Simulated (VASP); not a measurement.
Here is a VASP 6.6.1 calculation.

POSCAR

```
CdS
1.0
    0.0000000000      2.7267765442      2.6826027642
    2.7267765442      0.0000000000      2.6826027642
    2.7267765442      2.7267765442      0.0000000000
Cd S
1 1
Direct
    0.0000000000      0.0000000000      0.0000000000
    0.5000000000      0.5000000000      0.5000000000
```

INCAR.step1

```
ALGO = Normal
EDIFF = 1E-4
ENCUT = 520
GGA = PE
ISMEAR = 0
LASPH = True
LCHARG = False
LREAL = False
LWAVE = True
NBANDS = 16
NELM = 80
PREC = Accurate
SIGMA = 0.01
```

INCAR.step2

```
ALGO = Normal
EDIFF = 1E-6
ENCUT = 520
ISIF = 2
ISMEAR = 0
ISTART = 1
LASPH = True
LCHARG = True
LELF = True
LMIXTAU = True
LREAL = False
LVHAR = True
LWAVE = False
METAGGA = R2SCAN
NBANDS = 16
NELM = 80
PREC = Accurate
SIGMA = 0.01
```

KPOINTS

```
k-points
0
Gamma
  8 8 8
```

Potentials or basis: VASP PAW PBE potentials, release 64 (Cd, S).

Command:

```console
$ cat potpaw_PBE.64/Cd/POTCAR potpaw_PBE.64/S/POTCAR > POTCAR
$ cp INCAR.step1 INCAR
$ mpirun -np 1 vasp_std > vasp.out
$ cp INCAR.step2 INCAR
$ mpirun -np 1 vasp_std > vasp.out
```

Q: Predict the pressure.

A: 2.0 GPa.

Q: Estimate the band gap on the k mesh.

A: 0.63 eV (least direct gap 2.44 eV).

Stress tensor (GPa, compression positive):
```
1.43 0.00 0.00
0.00 1.43 0.00
0.00 0.00 3.01
```

Caveat: the cell differs from its parent crystal (uniaxial z strain -1.6%); the structure was generated, so it needn't be the stable form of CdS; semilocal functionals underestimate gaps, and a narrow one can read as zero; the PAW data sets were made with another functional, which shifts forces and pressure a little. A k mesh can miss the band edges.
